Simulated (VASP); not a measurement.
Here is a VASP 6.6.1 calculation.

File INCAR:

```
SYSTEM = F
  PREC = Accurate
  ENCUT = 520
  EDIFF = 1E-7
  ISMEAR = -1
  SIGMA = 0.06122561905347299
  LREAL = .FALSE.
  LASPH = .TRUE.
  NELM = 80
  ALGO = Normal
  ISIF = 2
  LWAVE = .FALSE.
  LCHARG = .FALSE.
  GGA = PE
  NBANDS = 10
```

KPOINTS

```
regular mesh
0
G
  25 25 25
  0 0 0
```

File POSCAR:

```
F
1.0
    2.2057281443      0.0000000000      0.0000000000
    0.0000000000      2.2057281443      0.0000000000
    0.0000000000      0.0000000000      2.2057281443
F
1
Direct
    0.0000000000      0.0000000000      0.0000000000
```

Potentials or basis: VASP PAW PBE potentials, release 64 (F).

Run with:

```sh
$ cat potpaw_PBE.64/F/POTCAR > POTCAR
$ mpirun -np 1 vasp_std > vasp.out
```

Estimate the pressure.

-1.8 GPa.

Predict the band gap on the k mesh.

zero (an odd number of electrons rules out a gap without spin polarisation).

Caveat: an odd number of electrons without spin polarisation forces a metal; a magnetic or distorted state may lie lower.
